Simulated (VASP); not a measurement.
A run of VASP 6.6.1 is set up as follows.

File INCAR:

```
SYSTEM = PtSe2
PREC = Accurate ; ENCUT = 520
EDIFF = 1E-6 ; ISMEAR = -1
SIGMA = 0.1 ; LREAL = .FALSE.
LASPH = .TRUE. ; NELM = 60
ALGO = Normal ; ISIF = 2
LWAVE = .FALSE. ; LCHARG = .FALSE.
GGA = PE ; NBANDS = 18
ISYM = 0
```

Contents of KPOINTS:

```
Automatic mesh
0
Gamma
  6 6 4
  0.5 0.5 0.5
```

POSCAR

```
PtSe2
1.0
    3.7857180000      0.0000000000      0.0000000000
   -1.8928590000      3.2785290000      0.0000000000
    0.0000000000      0.0000000000      5.1094700000
Se Pt
2 1
Direct
    0.3333000000      0.6667000000      0.2550000000
    0.6667000000      0.3333000000      0.7450000000
    0.0000000000      0.0000000000      0.0000000000
```

Potentials or basis: VASP PAW PBE potentials, release 64 (Se, Pt).

Run with:

```sh
$ cat potpaw_PBE.64/Se/POTCAR potpaw_PBE.64/Pt/POTCAR > POTCAR
$ mpirun -np 1 vasp_std > vasp.out
```

**Question.** Estimate the band gap on the k mesh.

**Answer.** Zero (band 11 reaches 6.10 eV, above the bottom of band 12 at 6.00 eV).

**Question.** Estimate the largest force.

**Answer.** 0.179 eV/Å.

**Question.** Estimate the pressure.

**Answer.** 0.1 GPa.

Forces in eV/Å, atoms in the order of the input:
```
Se   0.001 -0.001 -0.179
Se  -0.001  0.001  0.179
Pt   0.000  0.000  0.000
```

Caveat: spin-orbit coupling is left out, which moves the levels of the heavy elements.
